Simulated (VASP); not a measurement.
# TiPt3 (Pm-3m) in VASP: single point with r2SCAN

Aim: the single point of TiPt3 with r2SCAN.

Program: VASP 6.6.1. These are calculated values, not measurements. Logs are shortened: lines on timing, memory, paths and dates and some standing lists are left out, and cuts for length are marked.

### Step 1. The cell of the first run

It takes space group Pm-3m (No. 221, cubic). Conventional cell: a = 3.921 Å, b = 3.921 Å, c = 3.921 Å, α = 90.00°, β = 90.00°, γ = 90.00°. Ti (site symmetry m-3m) has 12 Pt at 2.77 Å within 3.7 Å. Within 3.7 Å of Pt (site symmetry 4/mmm) lie 4 Ti at 2.77 Å and 8 Pt at 2.77 Å.

### Step 2. Single point, r2SCAN

Input file POSCAR:

```
TiPt3
1.0
    3.9208866195      0.0000000000      0.0000000000
    0.0000000000      3.9208866195      0.0000000000
    0.0000000000      0.0000000000      3.9208866195
Ti Pt
1 3
Direct
    0.0000000000      0.0000000000      0.0000000000
    0.0000000000      0.5000000000      0.5000000000
    0.5000000000      0.0000000000      0.5000000000
    0.5000000000      0.5000000000      0.0000000000
```

Input file INCAR.step1:

```
PREC = Accurate
ENCUT = 520
ISMEAR = 0
SIGMA = 0.1
LREAL = F
LASPH = T
NELM = 100
NBANDS = 29
GGA = PE
ALGO = Normal
EDIFF = 1E-4
LWAVE = T
LCHARG = F
```

Input file INCAR.step2:

```
PREC = Accurate
ENCUT = 520
EDIFF = 1E-7
ISMEAR = 0
SIGMA = 0.1
LREAL = F
LASPH = T
NELM = 100
ALGO = Normal
ISIF = 2
LWAVE = F
LCHARG = F
METAGGA = R2SCAN
LMIXTAU = T
NBANDS = 29
ISTART = 1
```

Input file KPOINTS:

```
Automatic mesh
0
Gamma
  10 10 10
```

Potentials or basis: VASP PAW PBE potentials, release 64 (Ti_sv, Pt).

Launch:

```
$ cat potpaw_PBE.64/Ti_sv/POTCAR potpaw_PBE.64/Pt/POTCAR > POTCAR
$ cp INCAR.step1 INCAR
$ mpirun -np 1 vasp_std > vasp.out
$ cp INCAR.step2 INCAR
$ mpirun -np 1 vasp_std > vasp.out
```

OUTCAR:

```text
PREC = Accurate
   ENCUT = 520
   EDIFF = 1E-7
   ISMEAR = 0
   LREAL = F
   LASPH = T
   NELM = 100
   ISIF = 2
   METAGGA = R2SCAN
   ISTART = 1

 ion  position               nearest neighbor table
   1  0.000  0.000  0.000-   2 2.77   3 2.77   4 2.77   2 2.77   3 2.77   2 2.77   4 2.77   2 2.77
                             3 2.77   4 2.77   3 2.77   4 2.77
   2  0.000  0.500  0.500-   1 2.77   3 2.77   4 2.77   1 2.77   4 2.77   1 2.77   3 2.77   1 2.77
                             3 2.77   4 2.77   4 2.77   3 2.77
   3  0.500  0.000  0.500-   1 2.77   2 2.77   4 2.77   1 2.77   4 2.77   2 2.77   4 2.77   4 2.77
                             1 2.77   2 2.77   1 2.77   2 2.77
   4  0.500  0.500  0.000-   1 2.77   2 2.77   3 2.77   2 2.77   3 2.77   1 2.77   3 2.77   3 2.77
                             1 2.77   2 2.77   2 2.77   1 2.77

  LATTYP: Found a simple cubic cell.
 ALAT       =     3.9208866195

  Lattice vectors:

 A1 = (   3.9208866195,   0.0000000000,   0.0000000000)
 A2 = (   0.0000000000,   3.9208866195,   0.0000000000)
 A3 = (   0.0000000000,   0.0000000000,   3.9208866195)

Analysis of symmetry for initial positions (statically):
=====================================================================
 Subroutine PRICEL returns:
 Original cell was already a primitive cell.

 Routine SETGRP: Setting up the symmetry group for a
 simple cubic supercell.

 Subroutine GETGRP returns: Found 48 space group operations
 (whereof 48 operations were pure point group operations)
 out of a pool of 48 trial point group operations.

The static configuration has the point symmetry O_h .

Analysis of symmetry for dynamics (positions and initial velocities):
=====================================================================
 Subroutine PRICEL returns:
 Original cell was already a primitive cell.

 Routine SETGRP: Setting up the symmetry group for a
 simple cubic supercell.

 Subroutine GETGRP returns: Found 48 space group operations
 (whereof 48 operations were pure point group operations)
 out of a pool of 48 trial point group operations.

The dynamic configuration has the point symmetry O_h .

 Subroutine INISYM returns: Found 48 space group operations
 (whereof 48 operations are pure point group operations),
 and found     1 'primitive' translations

----------------------------------------------------------------------------------------

                                     Primitive cell

  volume of cell :      60.2772

  direct lattice vectors                    reciprocal lattice vectors
     3.920886620  0.000000000  0.000000000     0.255044355  0.000000000  0.000000000
     0.000000000  3.920886620  0.000000000     0.000000000  0.255044355  0.000000000
     0.000000000  0.000000000  3.920886620     0.000000000  0.000000000  0.255044355

  length of vectors
     3.920886620  3.920886620  3.920886620     0.255044355  0.255044355  0.255044355

  position of ions in fractional coordinates (direct lattice)
     0.000000000  0.000000000  0.000000000
     0.000000000  0.500000000  0.500000000
     0.500000000  0.000000000  0.500000000
     0.500000000  0.500000000  0.000000000

  ion indices of the primitive-cell ions
   primitive index   ion index
                 1           1
                 2           2
                 3           3
                 4           4

----------------------------------------------------------------------------------------

 KPOINTS: Automatic mesh

Automatic generation of k-mesh.
 Grid dimensions read from file:
 generate k-points for:   10   10   10

 Generating k-lattice:

  Cartesian coordinates                     Fractional coordinates (reciprocal lattice)
     0.025504436  0.000000000  0.000000000     0.100000000  0.000000000  0.000000000
     0.000000000  0.025504436  0.000000000     0.000000000  0.100000000  0.000000000
     0.000000000  0.000000000  0.025504436     0.000000000  0.000000000  0.100000000

  Length of vectors
     0.025504436  0.025504436  0.025504436

  Shift w.r.t. Gamma in fractional coordinates (k-lattice)
     0.000000000  0.000000000  0.000000000

 Subroutine IBZKPT returns following result:
 ===========================================

 Found     56 irreducible k-points:

 Following reciprocal coordinates:
            Coordinates               Weight
  0.000000  0.000000  0.000000      1.000000
  0.100000  0.000000  0.000000      6.000000
  0.200000  0.000000  0.000000      6.000000
  0.300000  0.000000  0.000000      6.000000
  0.400000  0.000000  0.000000      6.000000
  0.500000  0.000000  0.000000      3.000000
[... 16 lines left out ...]
  0.200000  0.100000  0.100000     24.000000
  0.300000  0.100000  0.100000     24.000000
 [... further k-points ...]
   k-points           NKPTS =     56   k-points in BZ     NKDIM =     56   number of bands    NBANDS=     29
   number of dos      NEDOS =    301   number of ions     NIONS =      4
   total plane-waves  NPLWV =  27000
   dimension x,y,z NGX =    30 NGY =   30 NGZ =   30
   dimension x,y,z NGXF=    60 NGYF=   60 NGZF=   60
   ions per type =               1   3
   NGX,Y,Z   is equivalent  to a cutoff of  12.72, 12.72, 12.72 a.u.
   NGXF,Y,Z  is equivalent  to a cutoff of  25.44, 25.44, 25.44 a.u.
 SYSTEM =  unknown system
   PREC   = accura    normal or accurate (medium, high low for compatibility)
   ISTART =      1    job   : 0-new  1-cont  2-samecut
   ICHARG =      0    charge: 1-file 2-atom 10-const
   ISPIN  =      1    spin polarized calculation?
   LNONCOLLINEAR =      F non collinear calculations
   LSORBIT =      F    spin-orbit coupling
   LASPH  =      T    aspherical Exc in radial PAW
   ENCUT  =  520.0 eV  38.22 Ry    6.18 a.u.   7.29  7.29  7.29*2*pi/ulx,y,z
   NELM   =    100;   NELMIN=  2; NELMDL=  0     # of ELM steps
   EDIFF  = 0.1E-06   stopping-criterion for ELM
   LREAL  =      F    real-space projection
   EDIFFG = 0.1E-05   stopping-criterion for IOM
   NSW    =      0    number of steps for IOM
   IBRION =     -1    ionic relax: 0-MD 1-quasi-New 2-CG
   NFREE  =      0    steps in history (QN), initial steepest desc. (CG)
   ISIF   =      2    stress and relaxation
   ISYM   =      2    0-nonsym 1-usesym 2-fastsym
   POTIM  = 0.5000    time-step for ionic-motion
   TEBEG  =    0.0;   TEEND  =   0.0 temperature during run
   PSTRESS=    0.0 pullay stress
   NELECT =      42.0000    total number of electrons
   NUPDOWN=      -1.0000    fix difference up-down
   EMIN   =  10.00;   EMAX   =-10.00  energy-range for DOS
   EFERMI =   0.00;   METHOD = LEGACY
   ISMEAR =     0;   SIGMA  =   0.10  broadening in eV -4-tet -1-fermi 0-gaus
   EFERMI_NEDOS =   21; number of points for ismear=-14 and -15
   IALGO  =     38    algorithm
   IMIX   =      4    mixing-type and parameters
     AMIX     =   0.40;   BMIX     =  1.00
     AMIX_MAG =   1.60;   BMIX_MAG =  1.00
  volume/ion in A,a.u.               =      15.07       101.69
  Fermi-wavevector in a.u.,A,eV,Ry     =   1.451355  2.742663 28.659737  2.106431
  Thomas-Fermi vector in A             =   2.568862
   LORBIT       =      0    0 simple, 1 ext, 2 COOP (PROOUT), +10 PAW based schemes
   METAGGA = R2SCAN    functional components
   LHFCALC =     F    Hartree Fock is set to
   AEXX    =    0.0000 exact exchange contribution
   IVDW    =     0    specifies the selected vdW correction
   LEPSILON=     F    determine dielectric tensor
   LRPA    =     F    only Hartree local field effects (RPA)
 non-spin polarized calculation
 Gauss-broadening in eV      SIGMA  =   0.10
  energy-cutoff  :      520.00
  volume of cell :       60.28
 maximum number of plane-waves:      1647
 NGX is ok and might be reduce to    30
   NGX = 15   NGY = 15   NGZ = 15

 number of electron      42.0000002 magnetization

 Free energy of the ion-electron system (eV)
  ---------------------------------------------------
  ext. energy  EPLUGINS =         0.00000000
  ---------------------------------------------------
  free energy    TOTEN  =      -171.14938250 eV

  energy without entropy =     -171.14387117  energy(sigma->0) =     -171.14662683

 E-fermi :  11.4368     XC(G=0): -14.3151

 val. band max:       11.4138262110   @ k =   0.5000   0.1000   0.0000
 cond. band min:      11.4481275683   @ k =   0.0000   0.0000   0.0000
 fundamental gap:      0.0343013573
 Fermi energy:        11.4368245031

 k-point     1 :       0.0000    0.0000    0.0000
  band No.  band energies     occupation
      1     -49.2821      2.00000
      2     -24.4489      2.00000
      3     -24.4489      2.00000
      4     -24.4489      2.00000
      5       0.9655      2.00000
      6       3.9087      2.00000
[... 21 lines left out ...]
     28      13.4443      0.00000
     29      20.0123      0.00000

 k-point     2 :       0.1000    0.0000    0.0000
  band No.  band energies     occupation
      1     -49.2819      2.00000
      2     -24.4515      2.00000
      3     -24.4493      2.00000
      4     -24.4493      2.00000
      5       1.1019      2.00000
      6       3.9942      2.00000
[... 21 lines left out ...]
     28      14.2782      0.00000
     29      19.7922      0.00000

 k-point     3 :       0.2000    0.0000    0.0000
  band No.  band energies     occupation
      1     -49.2815      2.00000
      2     -24.4581      2.00000
      3     -24.4503      2.00000
      4     -24.4503      2.00000
      5       1.4997      2.00000
      6       4.2302      2.00000
[... 21 lines left out ...]
     28      15.5891      0.00000
     29      19.3041      0.00000

 k-point     4 :       0.3000    0.0000    0.0000
  band No.  band energies     occupation
      1     -49.2810      2.00000
      2     -24.4663      2.00000
      3     -24.4516      2.00000
      4     -24.4516      2.00000
      5       2.1165      2.00000
      6       4.4755      2.00000
[... 597 lines left out ...]
     28      14.6487      0.00000
     29      20.3374      0.00000

 k-point    23 :       0.2000    0.1000    0.1000
  band No.  band energies     occupation
      1     -49.2813      2.00000
      2     -24.4590      2.00000
      3     -24.4528      2.00000
      4     -24.4518      2.00000
      5       1.7477      2.00000
      6       4.3875      2.00000
[... 21 lines left out ...]
     28      15.4987      0.00000
     29      19.6091      0.00000

 k-point    24 :       0.3000    0.1000    0.1000
  band No.  band energies     occupation
      1     -49.2808      2.00000
      2     -24.4661      2.00000
      3     -24.4542      2.00000
      4     -24.4528      2.00000
      5       2.3399      2.00000
      6       4.6456      2.00000
[... 21 lines left out ...]
     28      16.6359      0.00000
     29      19.0100      0.00000

 [... further k-points ...]

------------------------ aborting loop because EDIFF is reached ----------------------------------------

  FORCE on cell =-STRESS in cart. coord.  units (eV):
  Direction    XX          YY          ZZ          XY          YZ          ZX
  --------------------------------------------------------------------------------------
  -------------------------------------------------------------------------------------
  Total        0.2737274      0.2737274      0.2737274      0.0000000      0.0000000      0.0000000
  in kB        7.2757204      7.2757204      7.2757204      0.0000000      0.0000000      0.0000000
  external PRESSURE =       7.2757204 kB  Pullay stress =       0.0000000 kB

 VOLUME and BASIS-vectors are now :
 -----------------------------------------------------------------------------
  energy-cutoff  :      520.00
  volume of cell :       60.28
      direct lattice vectors                 reciprocal lattice vectors
     3.920886620  0.000000000  0.000000000     0.255044355  0.000000000  0.000000000
     0.000000000  3.920886620  0.000000000     0.000000000  0.255044355  0.000000000
     0.000000000  0.000000000  3.920886620     0.000000000  0.000000000  0.255044355

 POSITION                                       TOTAL-FORCE (eV/Angst)
 -----------------------------------------------------------------------------------
      0.00000      0.00000      0.00000         0.000000      0.000000      0.000000
      0.00000      1.96044      1.96044         0.000000      0.000000      0.000000
      1.96044      0.00000      1.96044         0.000000      0.000000      0.000000
      1.96044      1.96044      0.00000         0.000000      0.000000      0.000000
 -----------------------------------------------------------------------------------
    total drift:                                0.000000      0.000000     -0.000000

  FREE ENERGIE OF THE ION-ELECTRON SYSTEM (eV)
  ---------------------------------------------------
  free  energy   TOTEN  =      -171.1493824959 eV

  energy  without entropy=     -171.1438711701  energy(sigma->0) =     -171.14662683
```

It took 6.2 min on 1 thread of Intel Xeon Platinum 8259CL at 2.50GHz (Skylake/Cascade Lake), shared host; peak memory 0.23 GiB.

Results:

```
Free energy            : -171.1494 eV
Pressure               : 0.7 GPa
Band gap on the k mesh : zero (bands 21 and 22 overlap by 1.95 eV)
```

Caveat: the PAW data sets were made with another functional, which shifts forces and pressure a little; spin-orbit coupling is left out, which moves the levels of the heavy elements.
